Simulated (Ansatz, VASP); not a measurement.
Two plane-wave programs on Cu

File INCAR:

```
SYSTEM = Cu
PREC = Accurate ; ENCUT = 520
EDIFF = 1E-7 ; ISMEAR = 0
SIGMA = 0.15 ; LREAL = .False.
LASPH = .True. ; NELM = 80
ALGO = Fast ; ISIF = 2
LWAVE = .False. ; LCHARG = .False.
GGA = PS ; NBANDS = 18
```

Contents of KPOINTS:

```
Automatic mesh
0
Gamma
  24 24 12
  0 0 0
```

POSCAR

```
Cu
1.0
    2.3547928098      0.0000000000      0.0000000000
   -1.1773964049      2.0393103940      0.0000000000
    0.0000000000      0.0000000000      4.3384702728
Cu
2
Direct
    0.3333333333      0.6666666667      0.2500000000
    0.6666666667      0.3333333333      0.7500000000
```

Input for Ansatz:

```yaml
crystal:
  lattice:
    - [2.3547928098, 0.0, 0.0]
    - [-1.1773964049, 2.039310394, 0.0]
    - [0.0, 0.0, 4.3384702728]
  atoms:
    - { symbol: Cu, position: [0.3333333333, 0.6666666667, 0.25] }
    - { symbol: Cu, position: [0.6666666667, 0.3333333333, 0.75] }
basis:
  ecutwfc: 520.0
kpoints:
  mp_grid: { grid: [24, 24, 12] }
hamiltonian:
  xc: pbesol
  pseudopotentials: { kind: paw }
scf:
  occupations: { method: gaussian, width: 0.15 }
output:
  forces: true
  stress: true
  eigenvalues: true
```

Alike in both runs: task single point; functional PBEsol; k mesh 24 × 24 × 12; occupations gaussian, width 0.15 eV; no spin polarisation.

```csv
,VASP,Ansatz
version,VASP 6.6.1,Ansatz 0.2.0
potentials or method,"VASP PAW PBE potentials, release 64 (Cu), cutoff 520 eV","scalar-relativistic, plane waves, PAW"
valence electrons in the cell,22,38
```

```csv
,VASP,Ansatz,Ansatz less VASP
gap on the k mesh at the Fermi level (eV),none,none,-
pressure (GPa),21.6,20.8,-0.78
"traceless stress, the component that is largest in VASP (GPa)",-22.16,-22.13,+0.027
```

VASP's potentials were made for PBE, not for PBEsol. A gap of «none» marks a metal or a gap that the smearing closes. VASP's potentials hold 22 valence electrons a cell and Ansatz's 38, so a difference there can come from the potentials and not from the codes.
